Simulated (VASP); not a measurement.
# TiAl (Amm2) in VASP: single point with r2SCAN

Aim: the single point of TiAl with r2SCAN.

All numbers are computed with VASP 6.6.1; they aren't measurements. Logs are shortened: lines on timing, memory, paths and dates and some standing lists are left out, and cuts for length are marked.

## 1. The cell of the first run

The structure is orthorhombic, space group Amm2 (No. 38). The conventional cell has a = 4.678 Å, b = 2.867 Å, c = 4.966 Å, α = 90.00°, β = 90.00°, γ = 90.00°. Within 3.7 Å of Ti (site symmetry mm2) lie 6 Al at 2.81 to 2.90 Å and 6 Ti at 2.87 Å. Within 3.7 Å of Al (site symmetry mm2) lie 6 Ti at 2.81 to 2.90 Å and 6 Al at 2.87 Å.

## 2. Single point, r2SCAN (atom 1 (Ti) moved by (+0.000, +0.100) A along x and y)

The input, POSCAR:

```
TiAl
1.0
    2.8672622327      0.0000000000      0.0000000000
   -1.4336311163      2.4831219328      0.0000000000
    0.0000000000      0.0000000000      4.6780830000
Ti Al
1 1
Direct
    0.0201359423      0.0402718846      0.0000000000
    0.3333333333      0.6666666667      0.5000000000
```

The input, INCAR.step1:

```
SYSTEM = TiAl
PREC = Accurate ; ENCUT = 520
ISMEAR = 0 ; SIGMA = 0.15
LREAL = .FALSE. ; LASPH = .TRUE.
NELM = 80 ; NBANDS = 14
GGA = PE ; ALGO = Normal
EDIFF = 1E-4 ; LWAVE = .TRUE.
LCHARG = .FALSE.
```

The input, INCAR.step2:

```
SYSTEM = TiAl
PREC = Accurate ; ENCUT = 520
EDIFF = 1E-6 ; ISMEAR = 0
SIGMA = 0.15 ; LREAL = .FALSE.
LASPH = .TRUE. ; NELM = 80
ALGO = Normal ; ISIF = 2
LWAVE = .FALSE. ; LCHARG = .FALSE.
METAGGA = R2SCAN ; LMIXTAU = .TRUE.
NBANDS = 14 ; ISTART = 1
```

The input, KPOINTS:

```
regular mesh
0
G
  18 18 10
  0 0 0
```

Potentials or basis: VASP PAW PBE potentials, release 64 (Ti_sv, Al).

On the command line:

```bash
$ cat potpaw_PBE.64/Ti_sv/POTCAR potpaw_PBE.64/Al/POTCAR > POTCAR
$ cp INCAR.step1 INCAR
$ mpirun -np 1 vasp_std > vasp.out
$ cp INCAR.step2 INCAR
$ mpirun -np 1 vasp_std > vasp.out
```

OUTCAR:

```text
SYSTEM = TiAl
   PREC = Accurate
   ENCUT = 520
   EDIFF = 1E-6
   ISMEAR = 0
   LREAL = .FALSE.
   LASPH = .TRUE.
   NELM = 80
   ISIF = 2
   METAGGA = R2SCAN
   ISTART = 1

 ion  position               nearest neighbor table
   1  0.020  0.040  0.000-   2 2.81   2 2.81   2 2.90   2 2.90   2 2.90   2 2.90
   2  0.333  0.667  0.500-   1 2.81   1 2.81   1 2.90   1 2.90   1 2.90   1 2.90

  LATTYP: Found a hexagonal cell.
 ALAT       =     2.8672622327
 C/A-ratio  =     1.6315504549

  Lattice vectors:

 A1 = (   2.8672622327,   0.0000000000,   0.0000000000)
 A2 = (  -1.4336311163,   2.4831219328,   0.0000000000)
 A3 = (   0.0000000000,   0.0000000000,   4.6780830000)

Analysis of symmetry for initial positions (statically):
=====================================================================
 Subroutine PRICEL returns:
 Original cell was already a primitive cell.

 Routine SETGRP: Setting up the symmetry group for a
 hexagonal supercell.

 Subroutine GETGRP returns: Found  4 space group operations
 (whereof  4 operations were pure point group operations)
 out of a pool of 24 trial point group operations.

The static configuration has the point symmetry C_2v.

Analysis of symmetry for dynamics (positions and initial velocities):
=====================================================================
 Subroutine PRICEL returns:
 Original cell was already a primitive cell.

 Routine SETGRP: Setting up the symmetry group for a
 hexagonal supercell.

 Subroutine GETGRP returns: Found  4 space group operations
 (whereof  4 operations were pure point group operations)
 out of a pool of 24 trial point group operations.

The dynamic configuration has the point symmetry C_2v.

 Subroutine INISYM returns: Found  4 space group operations
 (whereof  4 operations are pure point group operations),
 and found     1 'primitive' translations

----------------------------------------------------------------------------------------

                                     Primitive cell

  volume of cell :      33.3068

  direct lattice vectors                    reciprocal lattice vectors
     2.867262233  0.000000000  0.000000000     0.348764751  0.201359423  0.000000000
    -1.433631116  2.483121933  0.000000000     0.000000000  0.402718846  0.000000000
     0.000000000  0.000000000  4.678083000     0.000000000  0.000000000  0.213762774

  length of vectors
     2.867262233  2.867262233  4.678083000     0.402718846  0.402718846  0.213762774

  position of ions in fractional coordinates (direct lattice)
     0.020135942  0.040271885  0.000000000
     0.333333333  0.666666667  0.500000000

  ion indices of the primitive-cell ions
   primitive index   ion index
                 1           1
                 2           2

----------------------------------------------------------------------------------------

 KPOINTS: regular mesh

Automatic generation of k-mesh.
 Grid dimensions read from file:
 generate k-points for:   18   18   10

 Generating k-lattice:

  Cartesian coordinates                     Fractional coordinates (reciprocal lattice)
     0.019375820  0.011186635  0.000000000     0.055555556  0.000000000  0.000000000
     0.000000000  0.022373269  0.000000000     0.000000000  0.055555556  0.000000000
     0.000000000  0.000000000  0.021376277     0.000000000  0.000000000  0.100000000

  Length of vectors
     0.022373269  0.022373269  0.021376277

  Shift w.r.t. Gamma in fractional coordinates (k-lattice)
     0.000000000  0.000000000  0.000000000

 Subroutine IBZKPT returns following result:
 ===========================================

 Found    546 irreducible k-points:

 Following reciprocal coordinates:
            Coordinates               Weight
  0.000000  0.000000  0.000000      1.000000
  0.055556 -0.000000  0.000000      4.000000
  0.000000  0.055556  0.000000      2.000000
  0.111111 -0.000000  0.000000      4.000000
  0.000000  0.111111  0.000000      2.000000
  0.166667 -0.000000  0.000000      4.000000
[... 16 lines left out ...]
 -0.055556  0.166667  0.000000      4.000000
 -0.166667  0.111111  0.000000      4.000000
 [... further k-points ...]
   k-points           NKPTS =    546   k-points in BZ     NKDIM =    546   number of bands    NBANDS=     14
   number of dos      NEDOS =    301   number of ions     NIONS =      2
   total plane-waves  NPLWV =  20736
   dimension x,y,z NGX =    24 NGY =   24 NGZ =   36
   dimension x,y,z NGXF=    48 NGYF=   48 NGZF=   72
   ions per type =               1   1
   NGX,Y,Z   is equivalent  to a cutoff of  13.92, 13.92, 12.79 a.u.
   NGXF,Y,Z  is equivalent  to a cutoff of  27.83, 27.83, 25.59 a.u.
 SYSTEM =  TiAl
   PREC   = accura    normal or accurate (medium, high low for compatibility)
   ISTART =      1    job   : 0-new  1-cont  2-samecut
   ICHARG =      0    charge: 1-file 2-atom 10-const
   ISPIN  =      1    spin polarized calculation?
   LNONCOLLINEAR =      F non collinear calculations
   LSORBIT =      F    spin-orbit coupling
   LASPH  =      T    aspherical Exc in radial PAW
   ENCUT  =  520.0 eV  38.22 Ry    6.18 a.u.   5.33  5.33  8.70*2*pi/ulx,y,z
   NELM   =     80;   NELMIN=  2; NELMDL=  0     # of ELM steps
   EDIFF  = 0.1E-05   stopping-criterion for ELM
   LREAL  =      F    real-space projection
   EDIFFG = 0.1E-04   stopping-criterion for IOM
   NSW    =      0    number of steps for IOM
   IBRION =     -1    ionic relax: 0-MD 1-quasi-New 2-CG
   NFREE  =      0    steps in history (QN), initial steepest desc. (CG)
   ISIF   =      2    stress and relaxation
   ISYM   =      2    0-nonsym 1-usesym 2-fastsym
   POTIM  = 0.5000    time-step for ionic-motion
   TEBEG  =    0.0;   TEEND  =   0.0 temperature during run
   PSTRESS=    0.0 pullay stress
   NELECT =      15.0000    total number of electrons
   NUPDOWN=      -1.0000    fix difference up-down
   EMIN   =  10.00;   EMAX   =-10.00  energy-range for DOS
   EFERMI =   0.00;   METHOD = LEGACY
   ISMEAR =     0;   SIGMA  =   0.15  broadening in eV -4-tet -1-fermi 0-gaus
   EFERMI_NEDOS =   21; number of points for ismear=-14 and -15
   IALGO  =     38    algorithm
   IMIX   =      4    mixing-type and parameters
     AMIX     =   0.40;   BMIX     =  1.00
     AMIX_MAG =   1.60;   BMIX_MAG =  1.00
  volume/ion in A,a.u.               =      16.65       112.38
  Fermi-wavevector in a.u.,A,eV,Ry     =   1.254857  2.371335 21.424622  1.574665
  Thomas-Fermi vector in A             =   2.388641
   LORBIT       =      0    0 simple, 1 ext, 2 COOP (PROOUT), +10 PAW based schemes
   METAGGA = R2SCAN    functional components
   LHFCALC =     F    Hartree Fock is set to
   AEXX    =    0.0000 exact exchange contribution
   IVDW    =     0    specifies the selected vdW correction
   LEPSILON=     F    determine dielectric tensor
   LRPA    =     F    only Hartree local field effects (RPA)
 non-spin polarized calculation
 Gauss-broadening in eV      SIGMA  =   0.15
  energy-cutoff  :      520.00
  volume of cell :       33.31
 maximum number of plane-waves:       917
 NGX is ok and might be reduce to    24
   NGX = 11   NGY = 11   NGZ = 17

 number of electron      15.0000001 magnetization

 Free energy of the ion-electron system (eV)
  ---------------------------------------------------
  ext. energy  EPLUGINS =         0.00000000
  ---------------------------------------------------
  free energy    TOTEN  =       -20.23565338 eV

  energy without entropy =      -20.21032714  energy(sigma->0) =      -20.22299026

 E-fermi :   7.8381     XC(G=0): -11.7470

 val. band max:        7.8351777464   @ k =   0.2778  -0.0000   0.5000
 cond. band min:       7.8381499411   @ k =   0.3333   0.3333   0.3000
 fundamental gap:      0.0029721947
 Fermi energy:         7.8381292626

 k-point     1 :       0.0000    0.0000    0.0000
  band No.  band energies     occupation
      1     -51.0192      2.00000
      2     -26.2952      2.00000
      3     -25.8668      2.00000
      4     -25.8605      2.00000
      5      -1.6151      2.00000
      6       5.4076      2.00000
      7       5.7485      2.00000
      8       9.2680      0.00000
      9       9.2789      0.00000
     10      10.8771      0.00000
     11      10.9337      0.00000
     12      12.0446      0.00000
     13      21.5083      0.00000
     14      21.5252      0.00000

 k-point     2 :       0.0556   -0.0000    0.0000
  band No.  band energies     occupation
      1     -51.0162      2.00000
      2     -26.2922      2.00000
      3     -25.8844      2.00000
      4     -25.8659      2.00000
      5      -1.5338      2.00000
      6       5.4948      2.00000
      7       5.7654      2.00000
      8       9.1894      0.00000
      9       9.3413      0.00000
     10      10.8597      0.00000
     11      10.9402      0.00000
     12      12.0627      0.00000
     13      20.1637      0.00000
     14      20.7507      0.00000

 k-point     3 :       0.0000    0.0556    0.0000
  band No.  band energies     occupation
      1     -51.0162      2.00000
      2     -26.2922      2.00000
      3     -25.8793      2.00000
      4     -25.8710      2.00000
      5      -1.5337      2.00000
      6       5.4946      2.00000
      7       5.7630      2.00000
      8       9.1978      0.00000
      9       9.3330      0.00000
     10      10.8921      0.00000
     11      10.9111      0.00000
     12      12.0651      0.00000
     13      20.1420      0.00000
     14      20.7616      0.00000

 k-point     4 :       0.1111   -0.0000    0.0000
  band No.  band energies     occupation
      1     -51.0075      2.00000
      2     -26.2837      2.00000
      3     -25.9379      2.00000
      4     -25.8782      2.00000
      5      -1.2913      2.00000
      6       5.7456      2.00000
      7       5.8144      2.00000
      8       8.9667      0.00000
      9       9.5321      0.00000
     10      10.8004      0.00000
     11      10.9728      0.00000
     12      12.1126      0.00000
     13      18.2073      0.00000
     14      19.7889      0.00000

 k-point     5 :       0.0000    0.1111    0.0000
  band No.  band energies     occupation
      1     -51.0075      2.00000
      2     -26.2836      2.00000
      3     -25.9333      2.00000
      4     -25.8830      2.00000
      5      -1.2908      2.00000
      6       5.7449      2.00000
      7       5.8046      2.00000
      8       8.9752      0.00000
      9       9.5244      0.00000
     10      10.8464      0.00000
     11      10.9400      0.00000
[... 276 lines left out ...]
 k-point    22 :       0.1111    0.0556    0.0000
  band No.  band energies     occupation
      1     -50.9994      2.00000
      2     -26.2756      2.00000
      3     -25.9847      2.00000
      4     -25.8931      2.00000
      5      -1.0503      2.00000
      6       5.8543      2.00000
      7       5.9806      2.00000
      8       8.7677      0.00000
      9       9.7207      0.00000
     10      10.7466      0.00000
     11      11.0176      0.00000
     12      12.1644      0.00000
     13      17.2409      0.00000
     14      18.3763      0.00000

 k-point    23 :      -0.0556    0.1667    0.0000
  band No.  band energies     occupation
      1     -50.9994      2.00000
      2     -26.2756      2.00000
      3     -25.9826      2.00000
      4     -25.8953      2.00000
      5      -1.0499      2.00000
      6       5.8470      2.00000
      7       5.9803      2.00000
      8       8.7706      0.00000
      9       9.7177      0.00000
     10      10.7616      0.00000
     11      11.0129      0.00000
     12      12.1744      0.00000
     13      17.1968      0.00000
     14      18.4099      0.00000

 k-point    24 :      -0.1667    0.1111    0.0000
  band No.  band energies     occupation
      1     -50.9994      2.00000
      2     -26.2757      2.00000
      3     -25.9875      2.00000
      4     -25.8900      2.00000
      5      -1.0508      2.00000
      6       5.8660      2.00000
      7       5.9823      2.00000
      8       8.7594      0.00000
      9       9.7263      0.00000
     10      10.7086      0.00000
     11      11.0398      0.00000
     12      12.1527      0.00000
     13      17.2318      0.00000
     14      18.4297      0.00000

 [... further k-points ...]
[... 5 lines left out ...]
  --------------------------------------------------------------------------------------
  -------------------------------------------------------------------------------------
  Total       -0.4156411      0.2471091     -0.3933304      0.0000000      0.0000000      0.0000000
  in kB      -19.9938140     11.8868282    -18.9205911      0.0000000      0.0000000      0.0000000
  external PRESSURE =      -9.0091923 kB  Pullay stress =       0.0000000 kB

 VOLUME and BASIS-vectors are now :
 -----------------------------------------------------------------------------
  energy-cutoff  :      520.00
  volume of cell :       33.31
      direct lattice vectors                 reciprocal lattice vectors
     2.867262233  0.000000000  0.000000000     0.348764751  0.201359423  0.000000000
    -1.433631116  2.483121933  0.000000000     0.000000000  0.402718846  0.000000000
     0.000000000  0.000000000  4.678083000     0.000000000  0.000000000  0.213762774

 POSITION                                       TOTAL-FORCE (eV/Angst)
 -----------------------------------------------------------------------------------
      0.00000      0.10000      0.00000        -0.000000     -0.236804      0.000000
     -0.00000      1.65541      2.33904         0.000000      0.236804      0.000000
 -----------------------------------------------------------------------------------
    total drift:                               -0.000000     -0.000153      0.000000

  FREE ENERGIE OF THE ION-ELECTRON SYSTEM (eV)
  ---------------------------------------------------
  free  energy   TOTEN  =       -20.2356533775 eV

  energy  without entropy=      -20.2103271395  energy(sigma->0) =      -20.22299026
```

It took 5.3 min on 1 thread of Intel Xeon Platinum 8559C (Emerald Rapids), shared host; peak memory 0.38 GiB.

Results:

* Free energy: -20.2357 eV
* Pressure: -0.9 GPa
* Largest force: 0.237 eV/Å

Forces on the atoms (eV/Å):
```
Ti   0.000 -0.237  0.000
Al   0.000  0.237  0.000
```

Levels at points of the mesh, in eV from the Fermi level:
```csv
k point,band 4,band 5,band 6,band 7,band 8,band 9,band 10,band 11,band 12,band 13
"(0.00, 0.00, 0.00)",-33.70,-9.45,-2.43,-2.09,1.43,1.44,3.04,3.10,4.21,13.67
"(0.50, 0.00, 0.00)",-33.84,-3.91,-3.01,-1.50,-1.00,2.36,4.20,4.22,4.29,5.59
"(0.00, 0.50, 0.00)",-33.84,-3.92,-2.96,-1.61,-1.02,2.39,4.20,4.24,4.42,5.62
"(0.00, 0.00, 0.50)",-33.70,-8.52,-5.63,-0.44,1.44,1.46,2.96,3.01,7.10,11.54
"(0.50, 0.00, 0.50)",-33.84,-3.81,-2.53,-1.93,0.44,1.06,2.15,3.22,4.20,6.80
"(0.00, 0.50, 0.50)",-33.84,-3.80,-2.63,-1.84,0.33,1.05,2.18,3.30,4.20,6.87
```

Caveat: the cell differs from its parent crystal (atom 1 (Ti) moved by (+0.000, +0.100) A along x and y); the PAW data sets were made with another functional, which shifts forces and pressure a little.
